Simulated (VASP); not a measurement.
# AlN (F-43m) in VASP: settings compared, part 2 of 2

VASP 6.6.1. The steps go on from the part before.

## 4. Single point, PBEsol+D4

This run uses another cell than the first one, of 9.79 Å³/atom, 0.940 times its volume.

Contents of INCAR:

```
SYSTEM = AlN
  PREC = Accurate
  ENCUT = 520
  EDIFF = 1E-6
  ISMEAR = -1
  SIGMA = 0.05
  LREAL = .FALSE.
  LASPH = .TRUE.
  NELM = 80
  ALGO = Normal
  ISIF = 2
  LWAVE = .FALSE.
  LCHARG = .FALSE.
  GGA = PS
  IVDW = 13
  NBANDS = 11
```

Contents of KPOINTS:

```
regular mesh
0
G
  10 10 10
  0 0 0
```

Contents of POSCAR:

```
AlN
1.0
    0.0000000000      2.1394097525      2.1394097525
    2.1394097525      0.0000000000      2.1394097525
    2.1394097525      2.1394097525      0.0000000000
Al N
1 1
Direct
    0.0000000000      0.0000000000      0.0000000000
    0.2500000000      0.2500000000      0.2500000000
```

The run is started by

```console
cat potpaw_PBE.64/Al/POTCAR potpaw_PBE.64/N/POTCAR > POTCAR
mpirun -np 1 vasp_std > vasp.out
```

Run time: 13 s. Hardware: 1 thread of Intel Xeon 8259CL, shared host; peak memory 0.13 GiB.

It converged, with:

| Quantity | Value |
| --- | --- |
| Free energy | -15.9165 eV |
| Pressure | 12.8 GPa |
| Band gap on the k mesh | 3.21 eV, indirect (least direct gap 4.69 eV) |
| Dispersion energy per atom | -0.185 eV |

Levels at points of the mesh, in eV from the valence-band top:
```tsv
k point	band 1	band 2	band 3	band 4	band 5	band 6	band 7	band 8	band 9
(0.00, 0.00, 0.00)	-15.33	0.00	0.00	0.00	4.69	13.09	13.09	13.09	18.09
(0.50, 0.00, 0.00)	-13.05	-6.18	-0.49	-0.49	7.85	10.19	11.42	11.42	18.68
(0.50, 0.50, 0.00)	-12.35	-5.14	-1.85	-1.85	3.21	8.85	14.74	16.40	16.40
```

Caveat: the PAW data sets were made with another functional, which shifts forces and pressure a little. A k mesh can miss the band edges.

## 5. Single point, PBEsol+D4

This run uses another cell than the first one, of 10.00 Å³/atom, 0.960 times its volume.

Contents of INCAR:

```
SYSTEM = AlN
PREC     = Accurate       ! precision mode
ENCUT    = 520            ! plane-wave cutoff, eV
EDIFF    = 1E-7           ! SCF threshold, eV
ISMEAR   = -1             ! smearing method
SIGMA    = 0.05           ! smearing width, eV
LREAL    = .False.        ! projectors in reciprocal space
LASPH    = .True.         ! aspherical terms in the spheres
NELM     = 80             ! most SCF steps
ALGO     = Normal         ! electronic algorithm
ISIF     = 2              ! what is computed and relaxed
LWAVE    = .False.        ! write WAVECAR
LCHARG   = .True.         ! write CHGCAR
GGA      = PS             ! functional
IVDW     = 13             ! dispersion correction
LELF     = .True.         ! ELF
LVHAR    = .True.       
NBANDS   = 11             ! bands
```

Contents of KPOINTS:

```
Automatic mesh
0
Gamma
  10 10 10
  0 0 0
```

Contents of POSCAR:

```
AlN
1.0
    0.0000000000      2.1544765148      2.1544765148
    2.1544765148      0.0000000000      2.1544765148
    2.1544765148      2.1544765148      0.0000000000
Al N
1 1
Direct
    0.0000000000      0.0000000000      0.0000000000
    0.2500000000      0.2500000000      0.2500000000
```

Potentials or basis: VASP PAW PBE potentials, release 64 (Al, N).

The run is started by

```console
cat potpaw_PBE.64/Al/POTCAR potpaw_PBE.64/N/POTCAR > POTCAR
mpirun -np 1 vasp_std > vasp.out
```

OUTCAR:

```text
SYSTEM = AlN
   PREC = Accurate
   ENCUT = 520
   EDIFF = 1E-7
   ISMEAR = -1
   LREAL = .False.
   LASPH = .True.
   NELM = 80
   ISIF = 2
   GGA = PS
   IVDW = 13

 ion  position               nearest neighbor table
   1  0.000  0.000  0.000-   2 1.87   2 1.87   2 1.87   2 1.87
   2  0.250  0.250  0.250-   1 1.87   1 1.87   1 1.87   1 1.87

  LATTYP: Found a face centered cubic cell.
 ALAT       =     4.3089530296

  Lattice vectors:

 A1 = (   0.0000000000,   2.1544765148,   2.1544765148)
 A2 = (   2.1544765148,   0.0000000000,   2.1544765148)
 A3 = (   2.1544765148,   2.1544765148,   0.0000000000)

[... 519 lines left out ...]

  DFT-D4 for vdW energy calculation

  Edisp (eV):   -0.36297

  FORCE on cell =-STRESS in cart. coord.  units (eV):
  Direction    XX          YY          ZZ          XY          YZ          ZX
  --------------------------------------------------------------------------------------
  -------------------------------------------------------------------------------------
  Total       0.95255     0.95255     0.95255     0.00000     0.00000     0.00000
  in kB      76.30313    76.30313    76.30313     0.00000     0.00000     0.00000
  external pressure =       76.30 kB  Pullay stress =        0.00 kB

 VOLUME and BASIS-vectors are now :
 -----------------------------------------------------------------------------
  energy-cutoff  :      520.00
  volume of cell :       20.00
      direct lattice vectors                 reciprocal lattice vectors
     0.000000000  2.154476515  2.154476515    -0.232074936  0.232074936  0.232074936
     2.154476515  0.000000000  2.154476515     0.232074936 -0.232074936  0.232074936
     2.154476515  2.154476515  0.000000000     0.232074936  0.232074936 -0.232074936

 POSITION                                       TOTAL-FORCE (eV/Angst)
 -----------------------------------------------------------------------------------
      0.00000      0.00000      0.00000        -0.000000     -0.000000     -0.000000
      1.07724      1.07724      1.07724         0.000000      0.000000      0.000000
 -----------------------------------------------------------------------------------
    total drift:                                0.000000      0.000000      0.000000

  FREE ENERGIE OF THE ION-ELECTRON SYSTEM (eV)
  ---------------------------------------------------
  free  energy   TOTEN  =       -15.9432172875 eV

  energy  without entropy=      -15.9432172874  energy(sigma->0) =      -15.94321729
```

OSZICAR:

```text
N       E                     dE             d eps       ncg     rms          rms(c)
DAV:   1     0.935743357134E+01    0.93574E+01   -0.38940E+03  1050   0.602E+02
DAV:   2    -0.171412119652E+02   -0.26499E+02   -0.25902E+02  1267   0.140E+02
DAV:   3    -0.178924322077E+02   -0.75122E+00   -0.75029E+00  1247   0.222E+01
DAV:   4    -0.178962510400E+02   -0.38188E-02   -0.38185E-02  1187   0.170E+00
DAV:   5    -0.178962958781E+02   -0.44838E-04   -0.44837E-04  1237   0.175E-01    0.851E+00
DAV:   6    -0.156256334980E+02    0.22707E+01   -0.10751E+01  1215   0.165E+01    0.291E+00
DAV:   7    -0.155984727575E+02    0.27161E-01   -0.17484E-01  1166   0.313E+00    0.207E+00
DAV:   8    -0.155813962227E+02    0.17077E-01   -0.26151E-02  1154   0.150E+00    0.554E-01
DAV:   9    -0.155802331827E+02    0.11630E-02   -0.33524E-03  1217   0.356E-01    0.234E-01
DAV:  10    -0.155802438053E+02   -0.10623E-04   -0.24273E-04  1166   0.105E-01    0.117E-02
DAV:  11    -0.155802465172E+02   -0.27118E-05   -0.21990E-06  1259   0.126E-02    0.145E-02
DAV:  12    -0.155802465283E+02   -0.11134E-07   -0.17762E-07  1160   0.346E-03
   1 F= -.15943217E+02 E0= -.15943217E+02  d E =-.790573E-10
```

It took 14 s on 1 thread of Intel Xeon 8259CL, shared host; peak memory 0.14 GiB.

What came out:

```yaml
Free_energy: -15.9432 eV
Pressure: 7.6 GPa
Band_gap_on_the_k_mesh: 3.20 eV, indirect (least direct gap 4.50 eV)
Dispersion_energy_per_atom: -0.181 eV
```

Caveat: the PAW data sets were made with another functional, which shifts forces and pressure a little. A k mesh can miss the band edges.

## 6. Summary

```csv
level,cell,k mesh,gap on the mesh (eV),pressure (GPa)
BLYP+D3(BJ),"a = 3.089 Å, angles 60.0°, 2 atoms",10 × 10 × 10,3.67,-1.1
PBE,"a = 3.089 Å, angles 60.0°, 2 atoms",6 × 6 × 6,3.32,4.6
PBEsol+D4,"a = 3.026 Å, angles 60.0°, 2 atoms",10 × 10 × 10,3.21,12.8
PBEsol+D4,"a = 3.047 Å, angles 60.0°, 2 atoms",10 × 10 × 10,3.20,7.6
```

Alike in all rows: task single point; potentials or basis VASP PAW PBE potentials, release 64 (Al, N); no spin polarisation; cutoff (eV) 520; smearing fermi-dirac 0.05 eV.

Caveats: the PAW data sets were made with another functional, which shifts forces and pressure a little (some runs).

Absolute energies hang on the potentials; compare differences alone.
